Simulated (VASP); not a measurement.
Input of a VASP 6.6.1 run:

Contents of INCAR:

```
SYSTEM = CaO
PREC = Accurate ; ENCUT = 520
EDIFF = 1E-7 ; ISMEAR = 0
SIGMA = 0.01 ; LREAL = .False.
LASPH = .True. ; NELM = 60
ALGO = Normal ; ISIF = 2
LWAVE = .False. ; LCHARG = .False.
GGA = PS ; NBANDS = 15
```

Contents of KPOINTS:

```
Automatic mesh
0
Gamma
  8 8 8
  0 0 0
```

The input POSCAR:

```
CaO
1.0
    2.3954941418      2.3954941418      0.0000000000
   -2.3954941418      2.3954941418      0.0000000000
    0.0000000000      2.3954941418      2.3771353024
Ca O
1 1
Direct
    0.0000000000      0.0000000000      0.0000000000
    0.5000000000      0.5000000000      0.0000000000
```

Potentials or basis: VASP PAW PBE potentials, release 64 (Ca_sv, O).

Command:

```bash
$ cat potpaw_PBE.64/Ca_sv/POTCAR potpaw_PBE.64/O/POTCAR > POTCAR
$ mpirun -np 1 vasp_std > vasp.out
```

Task: Predict the band gap on the k mesh.

Result: 3.50 eV, indirect (least direct gap 3.89 eV).

Task: What does it give for the pressure?

Result: -0.2 GPa.

Stress tensor (GPa, compression positive):
```
-0.62  0.00  0.00
 0.00 -0.62  0.00
 0.00  0.00  0.70
```

Caveat: the cell differs from its parent crystal (film at in-plane strain +0.005); the PAW data sets were made with another functional, which shifts forces and pressure a little. A k mesh can miss the band edges.
